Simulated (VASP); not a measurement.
# Rb (Im-3m) in VASP: a series of runs, part 2 of 2

VASP 6.6.1. The steps go on from the part before.

### 3 Single point, PBE (86.71 Å³/atom)

This run uses another cell than the first one, of 86.71 Å³/atom.

The input, INCAR:

```
SYSTEM = Rb
ALGO     = Normal         ! electronic algorithm
EDIFF    = 1E-6           ! SCF threshold, eV
ENCUT    = 520            ! plane-wave cutoff, eV
GGA      = PE             ! functional
ISIF     = 2              ! what is computed and relaxed
ISMEAR   = 0              ! smearing method
LASPH    = .TRUE.         ! aspherical terms in the spheres
LCHARG   = .FALSE.        ! write CHGCAR
LREAL    = .FALSE.        ! projectors in reciprocal space
LWAVE    = .FALSE.        ! write WAVECAR
NBANDS   = 10             ! bands
NELM     = 100            ! most SCF steps
PREC     = Accurate       ! precision mode
SIGMA    = 0.1            ! smearing width, eV
```

The input, KPOINTS:

```
k-points
0
G
  10 10 10
  0 0 0
```

The input, POSCAR:

```
Rb
1.0
   -2.7882460358      2.7882460358      2.7882460358
    2.7882460358     -2.7882460358      2.7882460358
    2.7882460358      2.7882460358     -2.7882460358
Rb
1
Direct
    0.0000000000      0.0000000000      0.0000000000
```

Potentials or basis: VASP PAW PBE potentials, release 64 (Rb_sv).

Command:

```bash
$ cat potpaw_PBE.64/Rb_sv/POTCAR > POTCAR
$ mpirun -np 1 vasp_std > vasp.out
```

OUTCAR:

```text
SYSTEM = Rb
   EDIFF = 1E-6
   ENCUT = 520
   GGA = PE
   ISIF = 2
   ISMEAR = 0
   LASPH = .TRUE.
   LREAL = .FALSE.
   NELM = 100
   PREC = Accurate

 ion  position               nearest neighbor table
   1  0.000  0.000  0.000-

  LATTYP: Found a body centered cubic cell.
 ALAT       =     5.5764920716

  Lattice vectors:

 A1 = (  -2.7882460358,   2.7882460358,   2.7882460358)
 A2 = (   2.7882460358,  -2.7882460358,   2.7882460358)
 A3 = (   2.7882460358,   2.7882460358,  -2.7882460358)

Analysis of symmetry for initial positions (statically):
=====================================================================
 Subroutine PRICEL returns:
 Original cell was already a primitive cell.

 Routine SETGRP: Setting up the symmetry group for a
 body centered cubic supercell.

 Subroutine GETGRP returns: Found 48 space group operations
 (whereof 48 operations were pure point group operations)
 out of a pool of 48 trial point group operations.

The static configuration has the point symmetry O_h .

Analysis of symmetry for dynamics (positions and initial velocities):
[... 162 lines left out ...]
 Fermi energy:         0.1275043133

 k-point     1 :       0.0000    0.0000    0.0000
  band No.  band energies     occupation
      1     -28.7558      2.00000
      2     -12.7929      2.00000
      3     -12.7929      2.00000
      4     -12.7929      2.00000
      5      -1.9139      2.00000
      6       3.8466      0.00000
      7       3.8466      0.00000
      8       3.8466      0.00000
      9       4.8135      0.00000
     10       4.8135      0.00000
[... 287 lines left out ...]
 k-point    24 :      -0.3000    0.3000    0.1000
  band No.  band energies     occupation
      1     -28.7519      2.00000
      2     -12.8660      2.00000
      3     -12.8214      2.00000
      4     -12.8014      2.00000
      5      -0.7663      2.00000
      6       2.2596      0.00000
      7       3.0544      0.00000
      8       3.9432      0.00000
      9       4.8379      0.00000
     10       5.2657      0.00000

 [... further k-points ...]

------------------------ aborting loop because EDIFF is reached ----------------------------------------

  FORCE on cell =-STRESS in cart. coord.  units (eV):
  Direction    XX          YY          ZZ          XY          YZ          ZX
  --------------------------------------------------------------------------------------
  -------------------------------------------------------------------------------------
  Total        0.0855311      0.0855311      0.0855311      0.0000000      0.0000000     -0.0000000
  in kB        1.5804523      1.5804523      1.5804523      0.0000000      0.0000000     -0.0000000
  external PRESSURE =       1.5804523 kB  Pullay stress =       0.0000000 kB

 VOLUME and BASIS-vectors are now :
 -----------------------------------------------------------------------------
  energy-cutoff  :      520.00
  volume of cell :       86.71
      direct lattice vectors                 reciprocal lattice vectors
    -2.788246036  2.788246036  2.788246036     0.000000000  0.179324204  0.179324204
     2.788246036 -2.788246036  2.788246036     0.179324204  0.000000000  0.179324204
     2.788246036  2.788246036 -2.788246036     0.179324204  0.179324204  0.000000000

 POSITION                                       TOTAL-FORCE (eV/Angst)
 -----------------------------------------------------------------------------------
      0.00000      0.00000      0.00000         0.000000     -0.000000      0.000000
 -----------------------------------------------------------------------------------
    total drift:                               -0.000000      0.000000      0.000000

  FREE ENERGIE OF THE ION-ELECTRON SYSTEM (eV)
  ---------------------------------------------------
  free  energy   TOTEN  =        -0.9337101159 eV

  energy  without entropy=       -0.9274753596  energy(sigma->0) =       -0.93059274
```

OSZICAR:

```text
N       E                     dE             d eps       ncg     rms          rms(c)
DAV:   1     0.437618610055E+02    0.43762E+02   -0.33261E+03   940   0.660E+02
DAV:   2     0.173172084159E+01   -0.42030E+02   -0.40534E+02  1056   0.127E+02
DAV:   3    -0.838810667106E+00   -0.25705E+01   -0.25624E+01  1272   0.324E+01
DAV:   4    -0.930398638891E+00   -0.91588E-01   -0.91303E-01  1276   0.521E+00
DAV:   5    -0.932429258815E+00   -0.20306E-02   -0.20304E-02  1330   0.660E-01    0.132E+00
DAV:   6    -0.932779743847E+00   -0.35049E-03   -0.19580E-03  1248   0.254E-01    0.801E-01
DAV:   7    -0.933595491947E+00   -0.81575E-03   -0.34094E-03  1126   0.332E-01    0.482E-02
DAV:   8    -0.933701562181E+00   -0.10607E-03   -0.14904E-04  1086   0.976E-02    0.145E-02
DAV:   9    -0.933710344936E+00   -0.87828E-05   -0.86818E-06  1310   0.218E-02    0.477E-03
DAV:  10    -0.933710115932E+00    0.22900E-06   -0.31929E-06  1142   0.962E-03
   1 F= -.93371012E+00 E0= -.93059274E+00  d E =-.623476E-02
```

stdout:

```text
POSCAR found type information on POSCAR Rb
 POSCAR found :  1 types and       1 ions
 scaLAPACK will be used
 LDA part: xc-table for (Slater+PW92), standard interpolation
 POSCAR, INCAR and KPOINTS ok, starting setup
 FFT: planning ... GRIDC
 FFT: planning ... GRID_SOFT
 FFT: planning ... GRID
 WAVECAR not read
 entering main loop
```

It took 43 s on 1 thread of Intel Xeon Platinum 8259CL at 2.50GHz (Skylake/Cascade Lake), shared host; peak memory 0.2 GiB.

What came out:

| Quantity | Value |
| --- | --- |
| Free energy | -0.9337 eV |
| Pressure | 0.2 GPa |
| Band gap on the k mesh | zero (an odd number of electrons rules out a gap without spin polarisation) |

### 4 Single point, PBE (89.47 Å³/atom)

This run uses another cell than the first one, of 89.47 Å³/atom.

The input, INCAR:

```
SYSTEM = Rb
PREC     = Accurate       ! precision mode
ENCUT    = 520            ! plane-wave cutoff, eV
EDIFF    = 1E-7           ! SCF threshold, eV
ISMEAR   = 0              ! smearing method
SIGMA    = 0.1            ! smearing width, eV
LREAL    = .FALSE.        ! projectors in reciprocal space
LASPH    = .TRUE.         ! aspherical terms in the spheres
NELM     = 80             ! most SCF steps
ALGO     = Normal         ! electronic algorithm
ISIF     = 2              ! what is computed and relaxed
LWAVE    = .FALSE.        ! write WAVECAR
LCHARG   = .FALSE.        ! write CHGCAR
GGA      = PE             ! functional
NBANDS   = 10             ! bands
```

The input, KPOINTS:

```
regular mesh
0
G
  10 10 10
  0 0 0
```

The input, POSCAR:

```
Rb
1.0
   -2.8175981511      2.8175981511      2.8175981511
    2.8175981511     -2.8175981511      2.8175981511
    2.8175981511      2.8175981511     -2.8175981511
Rb
1
Direct
    0.0000000000      0.0000000000      0.0000000000
```

Potentials or basis: VASP PAW PBE potentials, release 64 (Rb_sv).

Command:

```bash
$ cat potpaw_PBE.64/Rb_sv/POTCAR > POTCAR
$ mpirun -np 1 vasp_std > vasp.out
```

OUTCAR:

```text
SYSTEM = Rb
   PREC = Accurate
   ENCUT = 520
   EDIFF = 1E-7
   ISMEAR = 0
   LREAL = .FALSE.
   LASPH = .TRUE.
   NELM = 80
   ISIF = 2
   GGA = PE

 ion  position               nearest neighbor table
   1  0.000  0.000  0.000-

  LATTYP: Found a body centered cubic cell.
 ALAT       =     5.6351963022

  Lattice vectors:

 A1 = (  -2.8175981511,   2.8175981511,   2.8175981511)
 A2 = (   2.8175981511,  -2.8175981511,   2.8175981511)
 A3 = (   2.8175981511,   2.8175981511,  -2.8175981511)

Analysis of symmetry for initial positions (statically):
=====================================================================
 Subroutine PRICEL returns:
 Original cell was already a primitive cell.

 Routine SETGRP: Setting up the symmetry group for a
 body centered cubic supercell.

 Subroutine GETGRP returns: Found 48 space group operations
 (whereof 48 operations were pure point group operations)
 out of a pool of 48 trial point group operations.

The static configuration has the point symmetry O_h .

Analysis of symmetry for dynamics (positions and initial velocities):
[... 156 lines left out ...]

 E-fermi :   0.0534     XC(G=0):  -5.5074

 val. band max:        0.0506266107   @ k =  -0.3000   0.4000   0.2000
 cond. band min:       0.1334503769   @ k =  -0.4000   0.4000   0.2000
 fundamental gap:      0.0828237662
 Fermi energy:         0.0534222796

 k-point     1 :       0.0000    0.0000    0.0000
  band No.  band energies     occupation
      1     -28.8438      2.00000
      2     -12.8844      2.00000
      3     -12.8844      2.00000
      4     -12.8844      2.00000
      5      -1.9445      2.00000
      6       3.7448      0.00000
      7       3.7448      0.00000
      8       3.7448      0.00000
      9       4.6895      0.00000
     10       4.6895      0.00000
[... 287 lines left out ...]
 k-point    24 :      -0.3000    0.3000    0.1000
  band No.  band energies     occupation
      1     -28.8405      2.00000
      2     -12.9500      2.00000
      3     -12.9102      2.00000
      4     -12.8920      2.00000
      5      -0.8254      2.00000
      6       2.1740      0.00000
      7       2.9649      0.00000
      8       3.8293      0.00000
      9       4.7008      0.00000
     10       5.1237      0.00000

 [... further k-points ...]
[... 5 lines left out ...]
  --------------------------------------------------------------------------------------
  -------------------------------------------------------------------------------------
  Total        0.0318877      0.0318877      0.0318877      0.0000000     -0.0000000     -0.0000000
  in kB        0.5710000      0.5710000      0.5710000      0.0000000     -0.0000000     -0.0000000
  external PRESSURE =       0.5710000 kB  Pullay stress =       0.0000000 kB

 VOLUME and BASIS-vectors are now :
 -----------------------------------------------------------------------------
  energy-cutoff  :      520.00
  volume of cell :       89.47
      direct lattice vectors                 reciprocal lattice vectors
    -2.817598151  2.817598151  2.817598151     0.000000000  0.177456107  0.177456107
     2.817598151 -2.817598151  2.817598151     0.177456107  0.000000000  0.177456107
     2.817598151  2.817598151 -2.817598151     0.177456107  0.177456107  0.000000000

 POSITION                                       TOTAL-FORCE (eV/Angst)
 -----------------------------------------------------------------------------------
      0.00000      0.00000      0.00000         0.000000      0.000000     -0.000000
 -----------------------------------------------------------------------------------
    total drift:                               -0.000000      0.000000      0.000000

  FREE ENERGIE OF THE ION-ELECTRON SYSTEM (eV)
  ---------------------------------------------------
  free  energy   TOTEN  =        -0.9355615951 eV

  energy  without entropy=       -0.9293480244  energy(sigma->0) =       -0.93245481
```

It took 46 s on 1 thread of Intel Xeon Platinum 8259CL at 2.50GHz (Skylake/Cascade Lake), shared host; peak memory 0.2 GiB.

Results:

* Free energy: -0.9356 eV
* Pressure: 0.1 GPa
* Band gap on the k mesh: zero (an odd number of electrons rules out a gap without spin polarisation)

Levels at points of the mesh, in eV from the Fermi level:
```csv
k point,band 2,band 3,band 4,band 5,band 6,band 7,band 8,band 9
"(0.00, 0.00, 0.00)",-12.94,-12.94,-12.94,-2.00,3.69,3.69,3.69,4.64
"(0.50, 0.00, 0.00)",-13.04,-12.97,-12.94,0.23,0.79,2.59,4.29,5.20
"(0.50, 0.50, 0.50)",-13.01,-13.01,-13.01,1.24,1.24,3.29,3.29,3.29
```

### 5 The runs side by side

```tsv
cell	gap on the mesh (eV)	pressure (GPa)
a = 4.777 Å, angles 109.5°, 1 atom	none	0.3
a = 4.829 Å, angles 109.5°, 1 atom	none	0.2
a = 4.880 Å, angles 109.5°, 1 atom	none	0.1
```

Alike in all rows: task single point; level PBE; potentials or basis VASP PAW PBE potentials, release 64 (Rb_sv); no spin polarisation; k mesh 10 × 10 × 10; cutoff (eV) 520; smearing gaussian 0.1 eV.

Absolute energies hang on the potentials; compare differences alone.
